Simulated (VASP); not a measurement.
# Sn (I4/mmm) in VASP: notebook, part 2 of 2

VASP 6.6.1.

### 3 Single point, r2SCAN

Input file POSCAR:

```
Sn
1.0
   -2.0582488288      2.0582488288      1.6054340865
    2.0582488288     -2.0582488288      1.6054340865
    2.0582488288      2.0582488288     -1.6054340865
Sn
1
Direct
    0.0000000000      0.0000000000      0.0000000000
```

Input file INCAR.step1:

```
SYSTEM = Sn
PREC = Accurate ; ENCUT = 520
ISMEAR = 0 ; SIGMA = 0.15
LREAL = .False. ; LASPH = .True.
NELM = 100 ; NBANDS = 13
GGA = PE ; ALGO = Normal
EDIFF = 1E-4 ; LWAVE = .True.
LCHARG = .False.
```

Input file INCAR.step2:

```
SYSTEM = Sn
PREC = Accurate ; ENCUT = 520
EDIFF = 1E-6 ; ISMEAR = 0
SIGMA = 0.15 ; LREAL = .False.
LASPH = .True. ; NELM = 100
ALGO = Normal ; ISIF = 2
LWAVE = .False. ; LCHARG = .False.
METAGGA = R2SCAN ; LMIXTAU = .True.
NBANDS = 13 ; ISTART = 1
```

Input file KPOINTS:

```
Automatic mesh
0
Gamma
  20 20 20
  0 0 0
```

Potentials or basis: VASP PAW PBE potentials, release 64 (Sn_d).

On the command line:

```console
$ cat potpaw_PBE.64/Sn_d/POTCAR > POTCAR
$ cp INCAR.step1 INCAR
$ mpirun -np 1 vasp_std > vasp.out
$ cp INCAR.step2 INCAR
$ mpirun -np 1 vasp_std > vasp.out
```

OUTCAR:

```text
SYSTEM = Sn
   PREC = Accurate
   ENCUT = 520
   EDIFF = 1E-6
   ISMEAR = 0
   LREAL = .False.
   LASPH = .True.
   NELM = 100
   ISIF = 2
   METAGGA = R2SCAN
   ISTART = 1

 ion  position               nearest neighbor table
   1  0.000  0.000  0.000-

  LATTYP: Found a body centered tetragonal cell.
 ALAT       =     4.1164976576
 C/A-ratio  =     0.7800000000

  Lattice vectors:

 A1 = (  -2.0582488288,   2.0582488288,   1.6054340865)
 A2 = (   2.0582488288,  -2.0582488288,   1.6054340865)
 A3 = (   2.0582488288,   2.0582488288,  -1.6054340865)

Analysis of symmetry for initial positions (statically):
=====================================================================
 Subroutine PRICEL returns:
 Original cell was already a primitive cell.

 Routine SETGRP: Setting up the symmetry group for a
 body centered tetragonal supercell.

 Subroutine GETGRP returns: Found 16 space group operations
 (whereof 16 operations were pure point group operations)
 out of a pool of 16 trial point group operations.

The static configuration has the point symmetry D_4h.

Analysis of symmetry for dynamics (positions and initial velocities):
=====================================================================
 Subroutine PRICEL returns:
 Original cell was already a primitive cell.

 Routine SETGRP: Setting up the symmetry group for a
 body centered tetragonal supercell.

 Subroutine GETGRP returns: Found 16 space group operations
 (whereof 16 operations were pure point group operations)
 out of a pool of 16 trial point group operations.

The dynamic configuration has the point symmetry D_4h.

 Subroutine INISYM returns: Found 16 space group operations
 (whereof 16 operations are pure point group operations),
 and found     1 'primitive' translations

[... 113 lines left out ...]
  volume/ion in A,a.u.               =      27.20       183.59
  Fermi-wavevector in a.u.,A,eV,Ry     =   1.311902  2.479136 23.416813  1.721087
  Thomas-Fermi vector in A             =   2.442332
   LORBIT       =      0    0 simple, 1 ext, 2 COOP (PROOUT), +10 PAW based schemes
   METAGGA = R2SCAN    functional components
   LHFCALC =     F    Hartree Fock is set to
   AEXX    =    0.0000 exact exchange contribution
   IVDW    =     0    specifies the selected vdW correction
   LEPSILON=     F    determine dielectric tensor
   LRPA    =     F    only Hartree local field effects (RPA)
 non-spin polarized calculation
 Gauss-broadening in eV      SIGMA  =   0.15
  energy-cutoff  :      520.00
  volume of cell :       27.20
 maximum number of plane-waves:       750
 NGX is ok and might be reduce to    28
   NGX = 13   NGY = 13   NGZ = 13

 number of electron      14.0000002 magnetization

 Free energy of the ion-electron system (eV)
  ---------------------------------------------------
  ext. energy  EPLUGINS =         0.00000000
  ---------------------------------------------------
  free energy    TOTEN  =       -24.51464807 eV

  energy without entropy =      -24.50963725  energy(sigma->0) =      -24.51214266

 E-fermi :   8.0588     XC(G=0): -11.2265

 val. band max:        8.0501303576   @ k =  -0.2000  -0.4000   0.0500
 cond. band min:       8.0628079251   @ k =  -0.2000   0.5000   0.1000
 fundamental gap:      0.0126775675
 Fermi energy:         8.0587676944

 k-point     1 :       0.0000    0.0000    0.0000
  band No.  band energies     occupation
      1     -14.2838      2.00000
      2     -14.2252      2.00000
      3     -14.1684      2.00000
      4     -14.1684      2.00000
      5     -14.0643      2.00000
      6      -3.6804      2.00000
      7      14.7134      0.00000
      8      14.7134      0.00000
      9      18.0796      0.00000
     10      18.5808      0.00000
     11      19.7027      0.00000
     12      21.7404      0.00000
     13      21.7404      0.00000
[... 354 lines left out ...]
  band No.  band energies     occupation
      1     -14.2762      2.00000
      2     -14.2113      2.00000
      3     -14.1020      2.00000
      4     -14.0835      2.00000
      5     -14.0701      2.00000
      6      -1.0011      2.00000
      7       8.5149      0.00002
      8      11.1016      0.00000
      9      12.8020      0.00000
     10      16.4426      0.00000
     11      17.7045      0.00000
     12      22.8723      0.00000
     13      24.8881      0.00000

 [... further k-points ...]
[... 5 lines left out ...]
  --------------------------------------------------------------------------------------
  -------------------------------------------------------------------------------------
  Total       -0.0458612     -0.0458612      0.3399820      0.0000000      0.0000000      0.0000000
  in kB       -2.7008961     -2.7008961     20.0224987      0.0000000      0.0000000      0.0000000
  external PRESSURE =       4.8735688 kB  Pullay stress =       0.0000000 kB

 VOLUME and BASIS-vectors are now :
 -----------------------------------------------------------------------------
  energy-cutoff  :      520.00
  volume of cell :       27.20
      direct lattice vectors                 reciprocal lattice vectors
    -2.058248829  2.058248829  1.605434087     0.000000000  0.242924953  0.311442247
     2.058248829 -2.058248829  1.605434087     0.242924953  0.000000000  0.311442247
     2.058248829  2.058248829 -1.605434087     0.242924953  0.242924953  0.000000000

 POSITION                                       TOTAL-FORCE (eV/Angst)
 -----------------------------------------------------------------------------------
      0.00000      0.00000      0.00000        -0.000000     -0.000000      0.000000
 -----------------------------------------------------------------------------------
    total drift:                               -0.000000     -0.000000     -0.000000

  FREE ENERGIE OF THE ION-ELECTRON SYSTEM (eV)
  ---------------------------------------------------
  free  energy   TOTEN  =       -24.5146480696 eV

  energy  without entropy=      -24.5096372539  energy(sigma->0) =      -24.51214266
```

OUTCAR.step1:

```text
SYSTEM = Sn
   PREC = Accurate
   ENCUT = 520
   ISMEAR = 0
   LREAL = .False.
   LASPH = .True.
   NELM = 100
[... 602 lines left out ...]
 -----------------------------------------------------------------------------------
      0.00000      0.00000      0.00000         0.000000      0.000000      0.000000
 -----------------------------------------------------------------------------------
    total drift:                               -0.000000     -0.000000     -0.000000

  FREE ENERGIE OF THE ION-ELECTRON SYSTEM (eV)
  ---------------------------------------------------
  free  energy   TOTEN  =        -3.7729890584 eV

  energy  without entropy=       -3.7675556189  energy(sigma->0) =       -3.77027234
```

OSZICAR.step1:

```text
N       E                     dE             d eps       ncg     rms          rms(c)
DAV:   1     0.801285666384E+02    0.80129E+02   -0.71540E+03 17212   0.161E+03
DAV:   2     0.183999201216E+01   -0.78289E+02   -0.75845E+02 17676   0.338E+02
DAV:   3    -0.366741005720E+01   -0.55074E+01   -0.54847E+01 19977   0.729E+01
DAV:   4    -0.378172394428E+01   -0.11431E+00   -0.11429E+00 19844   0.112E+01
DAV:   5    -0.378565751468E+01   -0.39336E-02   -0.39335E-02 21967   0.203E+00    0.137E+00
DAV:   6    -0.377624053277E+01    0.94170E-02   -0.97987E-03 21340   0.172E+00    0.764E-01
DAV:   7    -0.377309661107E+01    0.31439E-02   -0.66453E-03 21407   0.136E+00    0.969E-02
DAV:   8    -0.377298983371E+01    0.10678E-03   -0.71564E-04 20414   0.444E-01    0.214E-02
DAV:   9    -0.377298905842E+01    0.77529E-06   -0.13160E-05 10688   0.570E-02
   1 F= -.37729891E+01 E0= -.37702723E+01  d E =-.543344E-02
```

Run time: 21 min. Hardware: 1 thread of Intel Xeon Platinum 8488C (Sapphire Rapids), shared host; peak memory 0.33 GiB.

Results:

```yaml
Free_energy: -24.5146 eV
Pressure: 0.5 GPa
Band_gap_on_the_k_mesh: zero (band 7 reaches 14.75 eV, above the bottom of band 8 at 5.91 eV)
```

Levels at points of the mesh, in eV from the Fermi level:
| k point | band 3 | band 4 | band 5 | band 6 | band 7 | band 8 | band 9 | band 10 | band 11 | band 12 |
| --- | --- | --- | --- | --- | --- | --- | --- | --- | --- | --- |
| (0.00, 0.00, 0.00) | -22.23 | -22.23 | -22.12 | -11.74 | 6.65 | 6.65 | 10.02 | 10.52 | 11.64 | 13.68 |
| (0.50, 0.00, 0.00) | -22.17 | -22.08 | -22.07 | -5.78 | -4.49 | 3.07 | 4.36 | 7.46 | 7.66 | 14.28 |
| (0.50, 0.50, 0.00) | -22.22 | -22.18 | -22.07 | -7.92 | -5.09 | 6.84 | 8.58 | 11.65 | 12.09 | 12.32 |
| (0.50, 0.50, 0.50) | -22.09 | -22.09 | -22.06 | -3.83 | -2.10 | -2.10 | 3.24 | 3.54 | 7.30 | 20.21 |

Caveat: the PAW data sets were made with another functional, which shifts forces and pressure a little; spin-orbit coupling is left out, which moves the levels of the heavy elements.

### 4 Single point, r2SCAN

Input file POSCAR:

```
Sn
1.0
   -1.7359942956      1.7359942956      2.2567925842
    1.7359942956     -1.7359942956      2.2567925842
    1.7359942956      1.7359942956     -2.2567925842
Sn
1
Direct
    0.0000000000      0.0000000000      0.0000000000
```

Input file INCAR.step1:

```
SYSTEM = Sn
ALGO = Normal
EDIFF = 1E-4
ENCUT = 520
GGA = PE
ISMEAR = 0
LASPH = .TRUE.
LCHARG = .FALSE.
LREAL = .FALSE.
LWAVE = .TRUE.
NBANDS = 13
NELM = 60
PREC = Accurate
SIGMA = 0.15
```

Input file INCAR.step2:

```
SYSTEM = Sn
ALGO = Normal
EDIFF = 1E-6
ENCUT = 520
ISIF = 2
ISMEAR = 0
ISTART = 1
LASPH = .TRUE.
LCHARG = .TRUE.
LELF = .TRUE.
LMIXTAU = .TRUE.
LREAL = .FALSE.
LVHAR = .TRUE.
LWAVE = .FALSE.
METAGGA = R2SCAN
NBANDS = 13
NELM = 60
PREC = Accurate
SIGMA = 0.15
```

Input file KPOINTS:

```
k-points
0
G
  20 20 20
  0 0 0
```

On the command line:

```console
$ cat potpaw_PBE.64/Sn_d/POTCAR > POTCAR
$ cp INCAR.step1 INCAR
$ mpirun -np 1 vasp_std > vasp.out
$ cp INCAR.step2 INCAR
$ mpirun -np 1 vasp_std > vasp.out
```

It took 21 min on 1 thread of Intel Xeon Platinum 8488C (Sapphire Rapids), shared host; peak memory 0.34 GiB.

The run converged. Its results:

```
Free energy            : -24.5084 eV
Pressure               : 0.2 GPa
Band gap on the k mesh : zero (band 7 reaches 16.14 eV, above the bottom of band 8 at 5.84 eV)
```

Stress tensor (GPa, compression positive):
```
 0.34  0.00  0.00
 0.00  0.34  0.00
 0.00  0.00 -0.18
```

Levels at points of the mesh, in eV from the Fermi level:
| k point | band 3 | band 4 | band 5 | band 6 | band 7 | band 8 | band 9 | band 10 | band 11 | band 12 |
| --- | --- | --- | --- | --- | --- | --- | --- | --- | --- | --- |
| (0.00, 0.00, 0.00) | -22.28 | -22.27 | -22.20 | -11.76 | 8.01 | 8.21 | 8.21 | 11.30 | 12.24 | 12.24 |
| (0.50, 0.00, 0.00) | -22.28 | -22.16 | -22.14 | -7.10 | -4.95 | 5.33 | 6.61 | 10.17 | 10.40 | 11.10 |
| (0.50, 0.50, 0.00) | -22.16 | -22.16 | -22.11 | -5.46 | -4.21 | 2.23 | 2.88 | 6.31 | 6.41 | 20.52 |
| (0.50, 0.50, 0.50) | -22.16 | -22.12 | -22.12 | -4.12 | -3.41 | 1.35 | 1.35 | 5.09 | 5.39 | 20.22 |

Caveat: the PAW data sets were made with another functional, which shifts forces and pressure a little; spin-orbit coupling is left out, which moves the levels of the heavy elements.

### 5 Overview

```csv
cell,gap on the mesh (eV),pressure (GPa)
"a = 3.307 Å, angles 114.7, 114.7, 99.4°, 1 atom",none,-0.1
"a = 3.324 Å, angles 103.5, 103.5, 122.2°, 1 atom",none,0.5
"a = 3.335 Å, angles 117.3, 117.3, 94.8°, 1 atom",none,0.2
```

Alike in all rows: task single point; level r2SCAN; potentials or basis VASP PAW PBE potentials, release 64 (Sn_d); no spin polarisation; k mesh 20 × 20 × 20; cutoff (eV) 520; smearing gaussian 0.15 eV.

Caveats: the PAW data sets were made with another functional, which shifts forces and pressure a little; spin-orbit coupling is left out, which moves the levels of the heavy elements.

Absolute energies hang on the potentials; compare differences alone.
